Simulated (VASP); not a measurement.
**LaTe: electric field gradients with LDA**

Crystal: LaTe.

```
CELL_PARAMETERS angstrom
0.00000 3.27398 3.27398
3.27398 0.00000 3.27398
3.27398 3.27398 0.00000
ATOMIC_POSITIONS crystal
La 0.00000 0.00000 0.00000
Te 0.50000 0.50000 0.50000
```

```
Program                : VASP 6.6.1
Task                   : electric field gradients
Functional             : LDA
Potentials or basis    : VASP PAW LDA potentials, release 64 (La, Te)
Cutoff                 : 520 eV
k mesh                 : 10 × 10 × 10
Occupations            : fermi-dirac, width 0.08 eV
Spin                   : no spin polarisation
Dipole correction      : no
Further INCAR settings : ALGO = Normal; EDIFF = 1e-08; NBANDS = 16
```

```json
{
  "Pressure": "-4.9 GPa",
  "Band gap on the k mesh": "zero (an odd number of electrons rules out a gap without spin polarisation)",
  "Largest electric field gradient by atom": "zero within the noise of the run"
}
```

Levels at points of the mesh, in eV from the Fermi level:
```
           k point  band 4  band 5  band 6  band 7  band 8  band 9  band 10  band 11  band 12  band 13
(0.00, 0.00, 0.00)  -17.13  -12.22   -2.31   -2.31   -2.31    0.01     0.01     0.01     0.62     0.62
(0.50, 0.00, 0.00)  -17.14  -11.27   -5.09   -3.77   -3.77    0.66     0.93     0.93     1.11     1.11
(0.50, 0.50, 0.00)  -17.23  -11.89   -3.64   -2.72   -2.72   -1.48     1.01     1.02     1.08     1.08
```

Run time: 52 s on 1 thread of Intel(R) Xeon(R) Platinum 8375C CPU @ 2.90GHz (Ice Lake), with other jobs on the host, peak memory 0.22 GiB.

Caveat: the cell stands under tension; spin-orbit coupling is left out, which moves the levels of the heavy elements.
